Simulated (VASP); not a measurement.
# Au (Fm-3m) in VASP: single point with LDA

Aim: the single point of Au with LDA.

Everything below comes from runs of VASP 6.6.1. Logs are shortened: lines on timing, memory, paths and dates and some standing lists are left out, and cuts for length are marked.

## (1) The cell of the first run

The structure is cubic, space group Fm-3m (No. 225). The conventional cell has a = 4.091 Å, b = 4.091 Å, c = 4.091 Å, α = 90.00°, β = 90.00°, γ = 90.00°. Au (site symmetry m-3m) has 12 Au at 2.89 Å within 3.8 Å.

## (2) Single point, LDA

The input, INCAR:

```
SYSTEM = Au
PREC     = Accurate       ! precision mode
ENCUT    = 520            ! plane-wave cutoff, eV
EDIFF    = 1E-6           ! SCF threshold, eV
ISMEAR   = 0              ! smearing method
SIGMA    = 0.15           ! smearing width, eV
LREAL    = .False.        ! projectors in reciprocal space
LASPH    = .True.         ! aspherical terms in the spheres
NELM     = 100            ! most SCF steps
ALGO     = Fast           ! electronic algorithm
ISIF     = 2              ! what is computed and relaxed
LWAVE    = .False.        ! write WAVECAR
LCHARG   = .False.        ! write CHGCAR
GGA      = CA             ! functional
NBANDS   = 54             ! bands
```

The input, KPOINTS:

```
regular mesh
0
Gamma
  10 10 10
  0 0 0
```

The input, POSCAR:

```
Au
1.0
   -4.0910000000     -4.0910000000      0.0000000000
   -4.0910000000      0.0000000000     -4.0910000000
    0.0000000000     -4.0910000000     -4.0910000000
Au
8
Direct
    0.5000000000      0.5000000000      0.5000000000
    0.0000000000      0.5000000000      0.5000000000
    0.5000000000      0.0000000000      0.5000000000
    0.0000000000      0.0000000000      0.5000000000
    0.5000000000      0.5000000000      0.0000000000
    0.0000000000      0.5000000000      0.0000000000
    0.5000000000      0.0000000000      0.0000000000
    0.0000000000      0.0000000000      0.0000000000
```

Potentials or basis: VASP PAW LDA potentials, release 64 (Au).

The run is started by

```
$ cat potpaw_LDA.64/Au/POTCAR > POTCAR
$ mpirun -np 1 vasp_std > vasp.out
```

OUTCAR:

```text
SYSTEM = Au
   PREC = Accurate
   ENCUT = 520
   EDIFF = 1E-6
   ISMEAR = 0
   LREAL = .False.
   LASPH = .True.
   NELM = 100
   ISIF = 2
   GGA = CA

 ion  position               nearest neighbor table
   1  0.500  0.500  0.500-   2 2.89   3 2.89   5 2.89   5 2.89   6 2.89   7 2.89   3 2.89   4 2.89
                             7 2.89   2 2.89   4 2.89   6 2.89
   2  0.000  0.500  0.500-   1 2.89   4 2.89   6 2.89   5 2.89   6 2.89   8 2.89   3 2.89   4 2.89
                             8 2.89   1 2.89   3 2.89   5 2.89
   3  0.500  0.000  0.500-   1 2.89   4 2.89   7 2.89   5 2.89   7 2.89   8 2.89   1 2.89   2 2.89
                             5 2.89   2 2.89   4 2.89   8 2.89
   4  0.000  0.000  0.500-   2 2.89   3 2.89   8 2.89   6 2.89   7 2.89   8 2.89   1 2.89   2 2.89
                             6 2.89   1 2.89   3 2.89   7 2.89
   5  0.500  0.500  0.000-   1 2.89   6 2.89   7 2.89   1 2.89   2 2.89   3 2.89   3 2.89   7 2.89
                             8 2.89   2 2.89   6 2.89   8 2.89
   6  0.000  0.500  0.000-   2 2.89   5 2.89   8 2.89   1 2.89   2 2.89   4 2.89   4 2.89   7 2.89
                             8 2.89   1 2.89   5 2.89   7 2.89
   7  0.500  0.000  0.000-   3 2.89   5 2.89   8 2.89   1 2.89   3 2.89   4 2.89   1 2.89   5 2.89
                             6 2.89   4 2.89   6 2.89   8 2.89
   8  0.000  0.000  0.000-   4 2.89   6 2.89   7 2.89   2 2.89   3 2.89   4 2.89   2 2.89   5 2.89
                             6 2.89   3 2.89   5 2.89   7 2.89

  LATTYP: Found a face centered cubic cell.
 ALAT       =     8.1820000000

  Lattice vectors:

 A1 = (  -4.0910000000,  -4.0910000000,   0.0000000000)
 A2 = (  -4.0910000000,   0.0000000000,  -4.0910000000)
 A3 = (   0.0000000000,  -4.0910000000,  -4.0910000000)

Analysis of symmetry for initial positions (statically):
=====================================================================
 Subroutine PRICEL returns following result:

  LATTYP: Found a face centered cubic cell.
 ALAT       =     4.0910000000

  Lattice vectors:

 A1 = (  -2.0455000000,  -2.0455000000,   0.0000000000)
 A2 = (  -2.0455000000,   0.0000000000,  -2.0455000000)
 A3 = (   0.0000000000,  -2.0455000000,  -2.0455000000)

   8 primitive cells build up your supercell.

 Routine SETGRP: Setting up the symmetry group for a
 face centered cubic supercell.

 Subroutine GETGRP returns: Found 48 space group operations
 (whereof 48 operations were pure point group operations)
 out of a pool of 48 trial point group operations.

The static configuration has the point symmetry O_h .

Analysis of symmetry for dynamics (positions and initial velocities):
=====================================================================
 Subroutine PRICEL returns following result:

  LATTYP: Found a face centered cubic cell.
 ALAT       =     4.0910000000

  Lattice vectors:

 A1 = (  -2.0455000000,  -2.0455000000,   0.0000000000)
 A2 = (  -2.0455000000,   0.0000000000,  -2.0455000000)
 A3 = (   0.0000000000,  -2.0455000000,  -2.0455000000)

   8 primitive cells build up your supercell.

 Routine SETGRP: Setting up the symmetry group for a
 face centered cubic supercell.

 Subroutine GETGRP returns: Found 48 space group operations
 (whereof 48 operations were pure point group operations)
 out of a pool of 48 trial point group operations.

The dynamic configuration has the point symmetry O_h .

 Subroutine INISYM returns: Found 48 space group operations
 (whereof 48 operations are pure point group operations),
 and found     8 'primitive' translations

----------------------------------------------------------------------------------------

                                     Primitive cell

  volume of cell :      17.1170

  direct lattice vectors                    reciprocal lattice vectors
    -2.045500000 -2.045500000  0.000000000    -0.244439012 -0.244439012  0.244439012
    -2.045500000  0.000000000 -2.045500000    -0.244439012  0.244439012 -0.244439012
     0.000000000 -2.045500000 -2.045500000     0.244439012 -0.244439012 -0.244439012

  length of vectors
     2.892773842  2.892773842  2.892773842     0.423380789  0.423380789  0.423380789

  position of ions in fractional coordinates (direct lattice)
     1.000000000  1.000000000  1.000000000

  ion indices of the primitive-cell ions
   primitive index   ion index
                 1           1

----------------------------------------------------------------------------------------

 KPOINTS: regular mesh

Automatic generation of k-mesh.
 Grid dimensions read from file:
 generate k-points for:   10   10   10

 Generating k-lattice:

  Cartesian coordinates                     Fractional coordinates (reciprocal lattice)
    -0.012221951 -0.012221951  0.012221951     0.100000000  0.000000000  0.000000000
    -0.012221951  0.012221951 -0.012221951     0.000000000  0.100000000  0.000000000
     0.012221951 -0.012221951 -0.012221951     0.000000000  0.000000000  0.100000000

  Length of vectors
     0.021169039  0.021169039  0.021169039

  Shift w.r.t. Gamma in fractional coordinates (k-lattice)
     0.000000000  0.000000000  0.000000000

 Subroutine IBZKPT returns following result:
 ===========================================

 Found     47 irreducible k-points:

 Following reciprocal coordinates:
            Coordinates               Weight
  0.000000  0.000000  0.000000      1.000000
  0.100000  0.000000  0.000000      8.000000
  0.200000  0.000000  0.000000      8.000000
  0.300000  0.000000  0.000000      8.000000
  0.400000  0.000000  0.000000      8.000000
  0.500000  0.000000  0.000000      4.000000
[... 16 lines left out ...]
  0.300000  0.300000  0.000000      6.000000
  0.400000  0.300000  0.000000     24.000000
 [... further k-points ...]
   k-points           NKPTS =     47   k-points in BZ     NKDIM =     47   number of bands    NBANDS=     54
   number of dos      NEDOS =    301   number of ions     NIONS =      8
   total plane-waves  NPLWV = 110592
   dimension x,y,z NGX =    48 NGY =   48 NGZ =   48
   dimension x,y,z NGXF=    96 NGYF=   96 NGZF=   96
   ions per type =               8
   NGX,Y,Z   is equivalent  to a cutoff of  13.79, 13.79, 13.79 a.u.
   NGXF,Y,Z  is equivalent  to a cutoff of  27.59, 27.59, 27.59 a.u.
 SYSTEM =  Au
   PREC   = accura    normal or accurate (medium, high low for compatibility)
   ISTART =      0    job   : 0-new  1-cont  2-samecut
   ICHARG =      2    charge: 1-file 2-atom 10-const
   ISPIN  =      1    spin polarized calculation?
   LNONCOLLINEAR =      F non collinear calculations
   LSORBIT =      F    spin-orbit coupling
   LASPH  =      T    aspherical Exc in radial PAW
   ENCUT  =  520.0 eV  38.22 Ry    6.18 a.u.  10.76 10.76 10.76*2*pi/ulx,y,z
   NELM   =    100;   NELMIN=  2; NELMDL= -5     # of ELM steps
   EDIFF  = 0.1E-05   stopping-criterion for ELM
   LREAL  =      F    real-space projection
[... 7 lines left out ...]
   TEBEG  =    0.0;   TEEND  =   0.0 temperature during run
   PSTRESS=    0.0 pullay stress
   NELECT =      88.0000    total number of electrons
   NUPDOWN=      -1.0000    fix difference up-down
   EMIN   =  10.00;   EMAX   =-10.00  energy-range for DOS
   EFERMI =   0.00;   METHOD = LEGACY
   ISMEAR =     0;   SIGMA  =   0.15  broadening in eV -4-tet -1-fermi 0-gaus
   EFERMI_NEDOS =   21; number of points for ismear=-14 and -15
   IALGO  =     68    algorithm
   IMIX   =      4    mixing-type and parameters
     AMIX     =   0.40;   BMIX     =  1.00
     AMIX_MAG =   1.60;   BMIX_MAG =  1.00
  volume/ion in A,a.u.               =      17.12       115.51
  Fermi-wavevector in a.u.,A,eV,Ry     =   1.412742  2.669696 27.155058  1.995840
  Thomas-Fermi vector in A             =   2.534459
   LORBIT       =      0    0 simple, 1 ext, 2 COOP (PROOUT), +10 PAW based schemes
   GGA     = CA    functional components
   LHFCALC =     F    Hartree Fock is set to
   AEXX    =    0.0000 exact exchange contribution
   IVDW    =     0    specifies the selected vdW correction
   LEPSILON=     F    determine dielectric tensor
   LRPA    =     F    only Hartree local field effects (RPA)
 non-spin polarized calculation
 RMM-DIIS sequential band-by-band and
 Gauss-broadening in eV      SIGMA  =   0.15
  energy-cutoff  :      520.00
  volume of cell :      136.94
 maximum number of plane-waves:      3708
 NGX is ok and might be reduce to    48
   NGX = 21   NGY = 21   NGZ = 21

 number of electron      88.0000001 magnetization

 Free energy of the ion-electron system (eV)
  ---------------------------------------------------
  ext. energy  EPLUGINS =         0.00000000
  ---------------------------------------------------
  free energy    TOTEN  =       -35.51449954 eV

  energy without entropy =      -35.49097681  energy(sigma->0) =      -35.50273817

 E-fermi :   9.1780     XC(G=0): -12.9576

 val. band max:        9.1717214579   @ k =   0.5000   0.2000   0.0000
 cond. band min:       9.1789581873   @ k =  -0.3000   0.3000   0.0000
 fundamental gap:      0.0072367294
 Fermi energy:         9.1780065762

 k-point     1 :       0.0000    0.0000    0.0000
  band No.  band energies     occupation
      1      -0.6575      2.00000
      2       1.8972      2.00000
      3       1.8972      2.00000
      4       1.8972      2.00000
      5       1.8972      2.00000
      6       2.1622      2.00000
[... 46 lines left out ...]
     53      14.9154      0.00000
     54      14.9154      0.00000

 k-point     2 :       0.1000    0.0000    0.0000
  band No.  band energies     occupation
      1      -0.5703      2.00000
      2       1.8964      2.00000
      3       1.9621      2.00000
      4       1.9621      2.00000
      5       1.9621      2.00000
      6       2.2108      2.00000
[... 46 lines left out ...]
     53      15.1227      0.00000
     54      15.1227      0.00000
[... 1195 lines left out ...]
     53      14.9323      0.00000
     54      14.9323      0.00000

 k-point    24 :       0.4000    0.3000    0.0000
  band No.  band energies     occupation
      1       0.7335      2.00000
      2       2.3950      2.00000
      3       2.4193      2.00000
      4       2.6924      2.00000
      5       2.6924      2.00000
      6       2.8346      2.00000
[... 46 lines left out ...]
     53      15.7203      0.00000
     54      16.7804      0.00000

 [... further k-points ...]

------------------------ aborting loop because EDIFF is reached ----------------------------------------

  FORCE on cell =-STRESS in cart. coord.  units (eV):
  Direction    XX          YY          ZZ          XY          YZ          ZX
  --------------------------------------------------------------------------------------
  -------------------------------------------------------------------------------------
  Total       -4.4609113     -4.4609113     -4.4609113     -0.0000000      0.0000000      0.0000000
  in kB      -52.1934171    -52.1934171    -52.1934171     -0.0000000      0.0000000      0.0000000
  external PRESSURE =     -52.1934171 kB  Pullay stress =       0.0000000 kB

 VOLUME and BASIS-vectors are now :
 -----------------------------------------------------------------------------
  energy-cutoff  :      520.00
  volume of cell :      136.94
      direct lattice vectors                 reciprocal lattice vectors
    -4.091000000 -4.091000000  0.000000000    -0.122219506 -0.122219506  0.122219506
    -4.091000000  0.000000000 -4.091000000    -0.122219506  0.122219506 -0.122219506
     0.000000000 -4.091000000 -4.091000000     0.122219506 -0.122219506 -0.122219506

 POSITION                                       TOTAL-FORCE (eV/Angst)
 -----------------------------------------------------------------------------------
     -4.09100     -4.09100     -4.09100        -0.000000     -0.000000      0.000000
     -2.04550     -2.04550     -4.09100        -0.000000     -0.000000      0.000000
     -2.04550     -4.09100     -2.04550        -0.000000     -0.000000      0.000000
      0.00000     -2.04550     -2.04550         0.000000     -0.000000     -0.000000
     -4.09100     -2.04550     -2.04550        -0.000000      0.000000     -0.000000
     -2.04550      0.00000     -2.04550        -0.000000      0.000000     -0.000000
     -2.04550     -2.04550      0.00000         0.000000      0.000000     -0.000000
      0.00000      0.00000      0.00000         0.000000     -0.000000      0.000000
 -----------------------------------------------------------------------------------
    total drift:                               -0.000000     -0.000000     -0.000000

  FREE ENERGIE OF THE ION-ELECTRON SYSTEM (eV)
  ---------------------------------------------------
  free  energy   TOTEN  =       -35.5144995400 eV

  energy  without entropy=      -35.4909768087  energy(sigma->0) =      -35.50273817
```

Run time: 9.7 min. Hardware: 1 thread of Intel Xeon Platinum 8259CL at 2.50GHz (Skylake/Cascade Lake), shared host; peak memory 0.39 GiB.

Results:

```
Free energy            : -35.5145 eV
Pressure               : -5.2 GPa
Band gap on the k mesh : zero (bands 44 and 45 overlap by 1.99 eV)
```

Levels at points of the mesh, in eV from the Fermi level:
| k point | band 42 | band 43 | band 44 | band 45 | band 46 | band 47 |
| --- | --- | --- | --- | --- | --- | --- |
| (0.00, 0.00, 0.00) | -0.95 | -0.95 | -0.95 | -0.95 | 1.01 | 1.01 |
| (0.50, 0.00, 0.00) | -1.84 | 1.04 | 1.04 | 1.04 | 1.04 | 1.04 |
| (0.50, 0.50, 0.00) | -1.61 | -0.26 | -0.26 | -0.26 | -0.26 | 4.67 |

Caveat: the cell stands under tension; spin-orbit coupling is left out, which moves the levels of the heavy elements.
